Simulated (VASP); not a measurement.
A run of VASP 6.6.1 is set up as follows.

Contents of INCAR:

```
SYSTEM = InSb
ALGO     = Normal         ! electronic algorithm
EDIFF    = 1E-6           ! SCF threshold, eV
ENCUT    = 500            ! plane-wave cutoff, eV
GGA      = PE             ! functional
GGA_COMPAT= .FALSE.      
ISIF     = 2              ! what is computed and relaxed
ISMEAR   = 0              ! smearing method
LASPH    = .TRUE.         ! aspherical terms in the spheres
LCHARG   = .TRUE.         ! write CHGCAR
LELF     = .TRUE.         ! ELF
LREAL    = .FALSE.        ! projectors in reciprocal space
LVHAR    = .TRUE.       
LWAVE    = .FALSE.        ! write WAVECAR
NBANDS   = 16             ! bands
NELM     = 120            ! most SCF steps
PREC     = Accurate       ! precision mode
SIGMA    = 0.15           ! smearing width, eV
```

File KPOINTS:

```
k-points
0
G
  14 14 8
  0 0 0
```

File POSCAR:

```
InSb
1.0
    2.9827670389      0.0000000000      0.0000000000
    0.0000000000      2.9827670389      0.0000000000
    0.0000000000      0.0000000000      6.6703174498
In Sb
1 1
Direct
    0.0000000000      0.0000000000      0.0000000000
    0.0000000000      0.0000000000      0.5000000000
```

Potentials or basis: VASP PAW PBE potentials, release 64 (In_d, Sb).

Launch:

```console
$ cat potpaw_PBE.64/In_d/POTCAR potpaw_PBE.64/Sb/POTCAR > POTCAR
$ mpirun -np 1 vasp_std > vasp.out
```

Question: Predict the band gap on the k mesh.

Answer: Zero (bands 9 and 10 overlap by 5.28 eV).

Question: What does it give for the pressure?

Answer: 1.4 GPa.

Stress tensor (GPa, compression positive):
```
 4.17  0.00  0.00
 0.00  4.17  0.00
 0.00  0.00 -4.00
```

Caveat: the cell differs from its parent crystal (the cell strained); spin-orbit coupling is left out, which moves the levels of the heavy elements.
